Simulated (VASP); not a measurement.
# Bi2Te3 (R-3m) in VASP: notebook

Aim: see how the results for Bi2Te3 move with the level of theory and the settings. Levels: LDA, PBE+D4, revPBE+D3(BJ). Tasks: relaxation of cell and atoms, single point.

Program: VASP 6.6.1. These are calculated values, not measurements. Logs are shortened: lines on timing, memory, paths and dates and some standing lists are left out, and cuts for length are marked.

**Measured values to compare with.**

“Vacancy and Antisite-Induced Ferromagnetism in Liquid-Phase Exfoliated Bi2Te3”, 2024, arxiv:2412.10539 quotes, for a bulk crystal of Bi2Te3: band gap 0.17 eV.

The runs below are set against these values where they give the same quantity.

### 1 The cell of the first run

It takes space group R-3m (No. 166, trigonal). Conventional cell: a = 4.386 Å, b = 4.386 Å, c = 30.497 Å, α = 90.00°, β = 90.00°, γ = 120.00°. Within 4.0 Å of Bi (site symmetry 3m) lie 6 Te at 3.07 to 3.25 Å. Within 4.0 Å of Te (site symmetry 3m) lie 3 Bi at 3.07 Å and 3 Te at 3.64 Å. Within 4.6 Å of Te (site symmetry -3m) lie 6 Bi at 3.25 Å and 12 Te at 4.39 to 4.55 Å.

### 2 Relaxation of cell and atoms, LDA

The input, INCAR:

```
  PREC = Accurate
  ENCUT = 600
  EDIFF = 1E-6
  ISMEAR = -1
  SIGMA = 0.05
  LREAL = False
  LASPH = True
  NELM = 80
  ALGO = Normal
  ISIF = 3
  LWAVE = False
  LCHARG = False
  GGA = CA
  IBRION = 2
  NSW = 60
  EDIFFG = -0.01
```

The input, KPOINTS:

```
regular mesh
0
Gamma
  7 7 7
```

The input, POSCAR:

```
Bi2Te3
1.0
    2.1930000000      1.2661291403     10.1656666667
   -2.1930000000      1.2661291403     10.1656666667
    0.0000000000     -2.5322582807     10.1656666667
Bi Te
2 3
Direct
    0.6000000000      0.6000000000      0.6000000000
    0.4000000000      0.4000000000      0.4000000000
    0.7905000000      0.7905000000      0.7905000000
    0.2095000000      0.2095000000      0.2095000000
    0.0000000000      0.0000000000      0.0000000000
```

Potentials or basis: VASP PAW LDA potentials, release 64 (Bi_d, Te).

Started as:

```
$ cat potpaw_LDA.64/Bi_d/POTCAR potpaw_LDA.64/Te/POTCAR > POTCAR
$ mpirun -np 1 vasp_std > vasp.out
```

OUTCAR:

```text
PREC = Accurate
   ENCUT = 600
   EDIFF = 1E-6
   ISMEAR = -1
   LREAL = False
   LASPH = True
   NELM = 80
   ISIF = 3
   GGA = CA
   IBRION = 2
   NSW = 60
   EDIFFG = -0.01

 ion  position               nearest neighbor table
   1  0.600  0.600  0.600-   4 3.07   4 3.07   4 3.07   5 3.25   5 3.25   5 3.25
   2  0.400  0.400  0.400-   3 3.07   3 3.07   3 3.07   5 3.25   5 3.25   5 3.25
   3  0.791  0.791  0.791-   2 3.07   2 3.07   2 3.07   4 3.64   4 3.64   4 3.64
   4  0.209  0.209  0.209-   1 3.07   1 3.07   1 3.07   3 3.64   3 3.64   3 3.64
   5  0.000  0.000  0.000-   1 3.25   2 3.25   1 3.25   1 3.25   2 3.25   2 3.25

  LATTYP: Found a trigonal (rhomboedric) cell.
 ALAT       =    10.4763118882
 COS(alpha) =     0.9123624111

  Lattice vectors:

 A1 = (   2.1930000000,   1.2661291403,  10.1656666667)
 A2 = (  -2.1930000000,   1.2661291403,  10.1656666667)
 A3 = (   0.0000000000,  -2.5322582807,  10.1656666667)

Analysis of symmetry for initial positions (statically):
=====================================================================
 Subroutine PRICEL returns:
 Original cell was already a primitive cell.

 Routine SETGRP: Setting up the symmetry group for a
 trigonal (rhombohedral) supercell.

 Subroutine GETGRP returns: Found 12 space group operations
 (whereof 12 operations were pure point group operations)
 out of a pool of 12 trial point group operations.

The static configuration has the point symmetry D_3d.

Analysis of symmetry for dynamics (positions and initial velocities):
=====================================================================
 Subroutine PRICEL returns:
 Original cell was already a primitive cell.

 Routine SETGRP: Setting up the symmetry group for a
 trigonal (rhombohedral) supercell.

 Subroutine GETGRP returns: Found 12 space group operations
 (whereof 12 operations were pure point group operations)
 out of a pool of 12 trial point group operations.

The dynamic configuration has the point symmetry D_3d.

 Subroutine INISYM returns: Found 12 space group operations
 (whereof 12 operations are pure point group operations),
 and found     1 'primitive' translations

----------------------------------------------------------------------------------------

                                     Primitive cell
[... 115 lines left out ...]
   IMIX   =      4    mixing-type and parameters
     AMIX     =   0.40;   BMIX     =  1.00
     AMIX_MAG =   1.60;   BMIX_MAG =  1.00
  volume/ion in A,a.u.               =      33.87       228.58
  Fermi-wavevector in a.u.,A,eV,Ry     =   1.075360  2.032136 15.733774  1.156400
  Thomas-Fermi vector in A             =   2.211215
   LORBIT       =      0    0 simple, 1 ext, 2 COOP (PROOUT), +10 PAW based schemes
   GGA     = CA    functional components
   LHFCALC =     F    Hartree Fock is set to
   AEXX    =    0.0000 exact exchange contribution
   IVDW    =     0    specifies the selected vdW correction
   LEPSILON=     F    determine dielectric tensor
   LRPA    =     F    only Hartree local field effects (RPA)
 conjugate gradient relaxation of ions
 non-spin polarized calculation
  energy-cutoff  :      600.00
  volume of cell :      169.36
 maximum number of plane-waves:      5672
   NGX = 41   NGY = 41   NGZ = 41

--------------------------------------- Ionic step        1  -------------------------------------------

 number of electron      48.0000002 magnetization

 Free energy of the ion-electron system (eV)
  ---------------------------------------------------
  ext. energy  EPLUGINS =         0.00000000
  ---------------------------------------------------
  free energy    TOTEN  =       -21.57745371 eV

  energy without entropy =      -21.57715748  energy(sigma->0) =      -21.57730559

------------------------ aborting loop because EDIFF is reached ----------------------------------------

  FORCE on cell =-STRESS in cart. coord.  units (eV):
  Direction    XX          YY          ZZ          XY          YZ          ZX
  --------------------------------------------------------------------------------------
  -------------------------------------------------------------------------------------
  Total       -1.5714744     -1.5714744     -2.0549790      0.0000000      0.0000000      0.0000000
  in kB      -14.8666851    -14.8666851    -19.4408039      0.0000000      0.0000000      0.0000000
  external PRESSURE =     -16.3913914 kB  Pullay stress =       0.0000000 kB
[... 98 lines left out ...]
  FREE ENERGIE OF THE ION-ELECTRON SYSTEM (eV)
  ---------------------------------------------------
  free  energy   TOTEN  =       -21.6045585651 eV

  energy  without entropy=      -21.6042166950  energy(sigma->0) =      -21.60438763

[... ionic steps 4 to 12 ...]

--------------------------------------- Ionic step       13  -------------------------------------------

 number of electron      48.0000000 magnetization

------------------------ aborting loop because EDIFF is reached ----------------------------------------
[... 73 lines left out ...]
--------------------------------------- Ionic step       15  -------------------------------------------

 number of electron      48.0000001 magnetization

 Free energy of the ion-electron system (eV)
  ---------------------------------------------------
  ext. energy  EPLUGINS =         0.00000000
  ---------------------------------------------------
  free energy    TOTEN  =       -21.60705702 eV

  energy without entropy =      -21.60666940  energy(sigma->0) =      -21.60686321

 E-fermi :   6.5559     XC(G=0):  -9.7310

 val. band max:        6.4834418566   @ k =   0.0000   0.0000   0.0000
 cond. band min:       6.6225959415   @ k =   0.0000   0.0000   0.0000
 fundamental gap:      0.1391540850
 Fermi energy:         6.5558592815

 k-point     1 :       0.0000    0.0000    0.0000
  band No.  band energies     occupation
      1     -16.7004      2.00000
      2     -16.7004      2.00000
      3     -16.6986      2.00000
      4     -16.6986      2.00000
      5     -16.6856      2.00000
      6     -16.6841      2.00000
[... 733 lines left out ...]
     27       8.3030      0.00000
     28       8.7764      0.00000

 [... further k-points ...]

------------------------ aborting loop because EDIFF is reached ----------------------------------------

  FORCE on cell =-STRESS in cart. coord.  units (eV):
  Direction    XX          YY          ZZ          XY          YZ          ZX
  --------------------------------------------------------------------------------------
  -------------------------------------------------------------------------------------
  Total       -0.0042408     -0.0042408     -0.0256899      0.0000000      0.0000000      0.0000000
  in kB       -0.0415053     -0.0415053     -0.2514292      0.0000000      0.0000000      0.0000000
  external PRESSURE =      -0.1114799 kB  Pullay stress =       0.0000000 kB
[... 20 lines left out ...]
  FREE ENERGIE OF THE ION-ELECTRON SYSTEM (eV)
  ---------------------------------------------------
  free  energy   TOTEN  =       -21.6070570171 eV

  energy  without entropy=      -21.6066693960  energy(sigma->0) =      -21.60686321

 reached required accuracy - stopping structural energy minimisation
```

OSZICAR:

```text
N       E                     dE             d eps       ncg     rms          rms(c)
DAV:   1     0.459755946886E+03    0.45976E+03   -0.23618E+04  2464   0.183E+03
DAV:   2     0.304142399089E+02   -0.42934E+03   -0.41900E+03  2600   0.434E+02
DAV:   3    -0.194006307965E+02   -0.49815E+02   -0.47680E+02  3140   0.157E+02
[... 114 lines left out ...]
DAV:   1    -0.216070054005E+02    0.30836E-04   -0.22639E-02  2588   0.873E-01    0.385E-02
DAV:   2    -0.216070711420E+02   -0.65742E-04   -0.10841E-03  3692   0.238E-01    0.237E-02
DAV:   3    -0.216070603754E+02    0.10767E-04   -0.43407E-05  3044   0.635E-02    0.179E-02
DAV:   4    -0.216070578190E+02    0.25564E-05   -0.82491E-06  2864   0.258E-02    0.945E-03
DAV:   5    -0.216070570171E+02    0.80189E-06   -0.18231E-06  1364   0.177E-02
  15 F= -.21607057E+02 E0= -.21606863E+02  d E =-.301499E-03
```

Run time: 1.7 h. Hardware: 1 thread of Intel Xeon 6975P-C (Granite Rapids), shared host; peak memory 0.96 GiB.

What came out:

```
Free energy                           : -21.6071 eV
Relaxed volume                        : 32.74 Å³/atom
Relaxed cell                          : a = 10.270 Å, b = 10.270 Å, c = 10.270 Å, α = 24.50°, β = 24.50°, γ = 24.50°
Space group after relaxing (to 0.1 Å) : R-3m (No. 166)
Energy gained by relaxing             : 5.9 meV/atom
Ionic steps                           : 15
Pressure after relaxing               : 0.0 GPa
Band gap on the k mesh                : 0.14 eV
```

The path:
```csv
step,energy change (eV),largest force (eV/Å),pressure (GPa),volume (Å³)
1,0.0000,0.1546,-1.64,169.36
2,-0.0126,0.2404,1.32,161.00
3,-0.0271,0.0678,-0.02,164.44
4,-0.0271,0.0729,0.00,164.34
5,-0.0279,0.0541,0.02,164.19
6,-0.0285,0.0368,0.04,163.93
7,-0.0285,0.0420,0.04,163.91
8,-0.0288,0.0384,-0.03,164.11
9,-0.0289,0.0355,-0.12,164.31
10,-0.0291,0.0270,-0.10,164.21
11,-0.0293,0.0277,0.01,163.91
12,-0.0294,0.0242,-0.02,163.88
13,-0.0295,0.0132,-0.02,163.81
14,-0.0296,0.0083,-0.04,163.66
15,-0.0296,0.0016,-0.01,163.70
```

Final structure:
```
Bi Te
1.0
     2.17859    1.25781    9.95672
    -2.17859    1.25781    9.95672
     0.00000   -2.51562    9.95672
Bi Te
2 3
Direct
  0.59969 0.59969 0.59969
  0.40031 0.40031 0.40031
  0.79125 0.79125 0.79125
  0.20875 0.20875 0.20875
  0.00000 0.00000 0.00000
```

Levels at points of the mesh, in eV from the valence-band top:
| k point | band 21 | band 22 | band 23 | band 24 | band 25 | band 26 | band 27 | band 28 |
| --- | --- | --- | --- | --- | --- | --- | --- | --- |
| (0.00, 0.00, 0.00) | -1.86 | -0.94 | -0.94 | 0.00 | 0.14 | 0.50 | 0.50 | 1.90 |

Caveat: spin-orbit coupling is left out, which moves the levels of the heavy elements. A k mesh can miss the band edges.

### 3 Single point, PBE+D4

This run uses another cell than the first one, of 33.19 Å³/atom.

The input, INCAR:

```
SYSTEM = Bi2Te3
PREC     = Accurate       ! precision mode
ENCUT    = 520            ! plane-wave cutoff, eV
EDIFF    = 1E-6           ! SCF threshold, eV
ISMEAR   = -1             ! smearing method
SIGMA    = 0.05           ! smearing width, eV
LREAL    = .FALSE.        ! projectors in reciprocal space
LASPH    = .TRUE.         ! aspherical terms in the spheres
NELM     = 60             ! most SCF steps
ALGO     = Normal         ! electronic algorithm
ISIF     = 2              ! what is computed and relaxed
LWAVE    = .FALSE.        ! write WAVECAR
LCHARG   = .FALSE.        ! write CHGCAR
GGA      = PE             ! functional
IVDW     = 13             ! dispersion correction
NBANDS   = 32             ! bands
```

The input, KPOINTS:

```
Automatic mesh
0
G
  7 7 7
  0 0 0
```

POSCAR, as its differences from that of step 2:

```diff
@@ -2,5 +2,5 @@
 1.0
-    2.1930000000      1.2661291403     10.1656666667
-   -2.1930000000      1.2661291403     10.1656666667
-    0.0000000000     -2.5322582807     10.1656666667
+    2.1782814357      1.2576313732     10.0974386602
+   -2.1782814357      1.2576313732     10.0974386602
+    0.0000000000     -2.5152627466     10.0974386602
 Bi Te
```

Potentials or basis: VASP PAW PBE potentials, release 64 (Bi_d, Te).

Started as:

```
$ cat potpaw_PBE.64/Bi_d/POTCAR potpaw_PBE.64/Te/POTCAR > POTCAR
$ mpirun -np 1 vasp_std > vasp.out
```

OUTCAR:

```text
SYSTEM = Bi2Te3
   PREC = Accurate
   ENCUT = 520
   EDIFF = 1E-6
   ISMEAR = -1
   LREAL = .FALSE.
   LASPH = .TRUE.
   NELM = 60
   ISIF = 2
   GGA = PE
   IVDW = 13

 ion  position               nearest neighbor table
   1  0.600  0.600  0.600-   4 3.05   4 3.05   4 3.05   5 3.23   5 3.23   5 3.23
   2  0.400  0.400  0.400-   3 3.05   3 3.05   3 3.05   5 3.23   5 3.23   5 3.23
   3  0.791  0.791  0.791-   2 3.05   2 3.05   2 3.05   4 3.61   4 3.61   4 3.61
   4  0.209  0.209  0.209-   1 3.05   1 3.05   1 3.05   3 3.61   3 3.61   3 3.61
   5  0.000  0.000  0.000-   1 3.23   2 3.23   1 3.23   1 3.23   2 3.23   2 3.23

  LATTYP: Found a trigonal (rhomboedric) cell.
 ALAT       =    10.4059989516
 COS(alpha) =     0.9123624111

  Lattice vectors:

 A1 = (   2.1782814357,   1.2576313732,  10.0974386602)
 A2 = (  -2.1782814357,   1.2576313732,  10.0974386602)
 A3 = (   0.0000000000,  -2.5152627466,  10.0974386602)

Analysis of symmetry for initial positions (statically):
=====================================================================
 Subroutine PRICEL returns:
 Original cell was already a primitive cell.

 Routine SETGRP: Setting up the symmetry group for a
 trigonal (rhombohedral) supercell.

 Subroutine GETGRP returns: Found 12 space group operations
 (whereof 12 operations were pure point group operations)
 out of a pool of 12 trial point group operations.

The static configuration has the point symmetry D_3d.

Analysis of symmetry for dynamics (positions and initial velocities):
=====================================================================
 Subroutine PRICEL returns:
 Original cell was already a primitive cell.

[... 128 lines left out ...]
   ISMEAR =    -1;   SIGMA  =   0.05  broadening in eV -4-tet -1-fermi 0-gaus
   EFERMI_NEDOS =   21; number of points for ismear=-14 and -15
   IALGO  =     38    algorithm
   IMIX   =      4    mixing-type and parameters
     AMIX     =   0.40;   BMIX     =  1.00
     AMIX_MAG =   1.60;   BMIX_MAG =  1.00
  volume/ion in A,a.u.               =      33.19       224.00
  Fermi-wavevector in a.u.,A,eV,Ry     =   1.082626  2.045867 15.947117  1.172080
  Thomas-Fermi vector in A             =   2.218673
   LORBIT       =      0    0 simple, 1 ext, 2 COOP (PROOUT), +10 PAW based schemes
   GGA     = PE    functional components
   LHFCALC =     F    Hartree Fock is set to
   AEXX    =    0.0000 exact exchange contribution
   IVDW    =    13    specifies the selected vdW correction
   LEPSILON=     F    determine dielectric tensor
   LRPA    =     F    only Hartree local field effects (RPA)
 non-spin polarized calculation
  energy-cutoff  :      520.00
  volume of cell :      165.97
 maximum number of plane-waves:      4490
 NGX is ok and might be reduce to    80
   NGX = 39   NGY = 39   NGZ = 39

 number of electron      48.0000006 magnetization

 Free energy of the ion-electron system (eV)
  ---------------------------------------------------
  ext. energy  EPLUGINS =         0.00000000
  ---------------------------------------------------
  free energy    TOTEN  =       -18.28315434 eV

  energy without entropy =      -18.28296259  energy(sigma->0) =      -18.28305847

 E-fermi :   6.6364     XC(G=0):  -9.4197

 val. band max:        6.5008637009   @ k =   0.0000   0.0000   0.0000
 cond. band min:       6.7682823081   @ k =   0.0000   0.0000   0.0000
 fundamental gap:      0.2674186073
 Fermi energy:         6.6363515717

 k-point     1 :       0.0000    0.0000    0.0000
  band No.  band energies     occupation
      1     -16.7581      2.00000
      2     -16.7581      2.00000
      3     -16.7565      2.00000
      4     -16.7565      2.00000
      5     -16.7483      2.00000
      6     -16.7468      2.00000
[... 829 lines left out ...]
     31      10.8509      0.00000
     32      10.9052      0.00000

 [... further k-points ...]

------------------------ aborting loop because EDIFF is reached ----------------------------------------

  DFT-D4 for vdW energy calculation

  Edisp (eV):   -2.50539

  FORCE on cell =-STRESS in cart. coord.  units (eV):
  Direction    XX          YY          ZZ          XY          YZ          ZX
  --------------------------------------------------------------------------------------
  -------------------------------------------------------------------------------------
  Total       0.78955     0.78955     0.64307     0.00000    -0.00000     0.00000
  in kB       7.62189     7.62189     6.20786     0.00000    -0.00000     0.00000
  external pressure =        7.15 kB  Pullay stress =        0.00 kB

 VOLUME and BASIS-vectors are now :
 -----------------------------------------------------------------------------
  energy-cutoff  :      520.00
  volume of cell :      165.97
      direct lattice vectors                 reciprocal lattice vectors
     2.178281436  1.257631373 10.097438660     0.229538751  0.132524260  0.033011672
    -2.178281436  1.257631373 10.097438660    -0.229538751  0.132524260  0.033011672
     0.000000000 -2.515262747 10.097438660     0.000000000 -0.265048519  0.033011672

 POSITION                                       TOTAL-FORCE (eV/Angst)
 -----------------------------------------------------------------------------------
      0.00000     -0.00000     18.17539         0.000000     -0.000000      0.029150
      0.00000     -0.00000     12.11693         0.000000      0.000000     -0.029150
      0.00000     -0.00000     23.94608         0.000000     -0.000000      0.091254
      0.00000     -0.00000      6.34624         0.000000      0.000000     -0.091254
      0.00000      0.00000      0.00000         0.000000      0.000000     -0.000000
 -----------------------------------------------------------------------------------
    total drift:                               -0.000000     -0.000000     -0.000000

  FREE ENERGIE OF THE ION-ELECTRON SYSTEM (eV)
  ---------------------------------------------------
  free  energy   TOTEN  =       -20.7885443723 eV

  energy  without entropy=      -20.7883526239  energy(sigma->0) =      -20.78844850
```

stdout:

```text
POSCAR found type information on POSCAR BiTe
 POSCAR found :  2 types and       5 ions
 scaLAPACK will be used
 LDA part: xc-table for (Slater+PW92), standard interpolation
 POSCAR, INCAR and KPOINTS ok, starting setup
 FFT: planning ... GRIDC
 FFT: planning ... GRID_SOFT
 FFT: planning ... GRID
 WAVECAR not read
 entering main loop
```

Wall time 34 min (1 thread of Intel Xeon 8259CL, shared host); peak memory 1 GiB.

Results:

- Free energy: -20.7885 eV
- Pressure: 0.7 GPa
- Largest force: 0.091 eV/Å
- Band gap on the k mesh: 0.27 eV
- Dispersion energy per atom: -0.501 eV

Forces on the atoms (eV/Å):
```
Bi   0.000  0.000  0.029
Bi   0.000  0.000 -0.029
Te   0.000  0.000  0.091
Te   0.000  0.000 -0.091
Te   0.000  0.000  0.000
```

Caveat: spin-orbit coupling is left out, which moves the levels of the heavy elements.

### 4 Single point, revPBE+D3(BJ)

This run uses another cell than the first one, of 33.19 Å³/atom.

The input, INCAR:

```
PREC = Accurate
ENCUT = 520
EDIFF = 1E-7
ISMEAR = -1
SIGMA = 0.05
LREAL = False
LASPH = True
NELM = 80
ALGO = Normal
ISIF = 2
LWAVE = False
LCHARG = False
GGA = RE
IVDW = 12
NBANDS = 32
```

The input, KPOINTS:

```
regular mesh
0
Gamma
  7 7 7
```

POSCAR is that of step 3.

Started as:

```
$ cat potpaw_PBE.64/Bi_d/POTCAR potpaw_PBE.64/Te/POTCAR > POTCAR
$ mpirun -np 1 vasp_std > vasp.out
```

Wall time 41 min (1 thread of Intel Xeon 8259CL, shared host); peak memory 0.99 GiB.

It converged, with:

```yaml
Free_energy: -20.9392 eV
Pressure: -0.2 GPa
Largest_force: 0.101 eV/Å
Band_gap_on_the_k_mesh: 0.30 eV
Dispersion_energy_per_atom: -0.855 eV
```

Forces in eV/Å, atoms in the order of the input:
```
Bi   0.000  0.000  0.035
Bi   0.000  0.000 -0.035
Te   0.000  0.000  0.101
Te   0.000  0.000 -0.101
Te   0.000  0.000  0.000
```

Stress tensor (GPa, compression positive):
```
-0.19  0.00  0.00
 0.00 -0.19  0.00
 0.00  0.00 -0.32
```

Levels at points of the mesh, in eV from the valence-band top:
```csv
k point,band 22,band 23,band 24,band 25,band 26,band 27
"(0.00, 0.00, 0.00)",-0.94,-0.94,0.00,0.30,0.62,0.62
```

Caveat: the PAW data sets were made with another functional, which shifts forces and pressure a little; spin-orbit coupling is left out, which moves the levels of the heavy elements.

[end of part 1 of 2]
